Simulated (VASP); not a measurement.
TlBr: elastic constants with PBEsol

The system is TlBr.

```xyz
2
Lattice="3.9145 0.0000 0.0000 0.0000 3.9145 0.0000 0.0000 0.0000 3.9145" Properties=species:S:1:pos:R:3 pbc="T T T"
Tl    0.0000    0.0000    0.0000
Br    1.9573    1.9573    1.9573
```

```json
{"Program": "VASP 6.6.1", "Task": "elastic constants", "Functional": "PBEsol", "Potentials or basis": "VASP PAW PBE potentials, release 64 (Tl_d, Br)", "Cutoff": "500 eV", "k mesh": "6 × 6 × 6", "Occupations": "gaussian, width 0.01 eV", "Spin": "no spin polarisation", "Dipole correction": "no", "Ions in elastic constants": "relaxed", "Further INCAR settings": "ALGO = Normal; EDIFF = 1e-08; NBANDS = 17; IBRION = 6; POTIM = 0.015; NSW = 1; ISIF = 3"}
```

```yaml
Elastic_constants_C11_C12_C44: 43, 19, 10 GPa
Voigt_bulk_modulus: 27 GPa
Highest_phonon_frequency_at_Γ_LO-TO_splitting_left_out: 39 cm⁻¹
```

Phonon frequencies in cm⁻¹ (negative: imaginary):
| q point | frequencies |
| --- | --- |
| (0.000, 0.000, 0.000) | 0 0 0 39 39 39 |

Elastic tensor in Voigt notation (GPa, in the Cartesian axes of the cell as first typed):
```
43 19 19  0  0  0
19 43 19  0  0  0
19 19 43  0  0  0
 0  0  0 10  0  0
 0  0  0  0 10  0
 0  0  0  0  0 10
```

Clamped-ion elastic tensor (GPa):
```
43 19 19  0  0  0
19 43 19  0  0  0
19 19 43  0  0  0
 0  0  0 10  0  0
 0  0  0  0 10  0
 0  0  0  0  0 10
```

It took 3.7 min on 1 thread of AMD EPYC 9R45 96-Core Processor (Zen 5), with other jobs on the host, peak memory 0.28 GiB.

Caveat: the PAW data sets were made with another functional, which shifts forces and pressure a little.
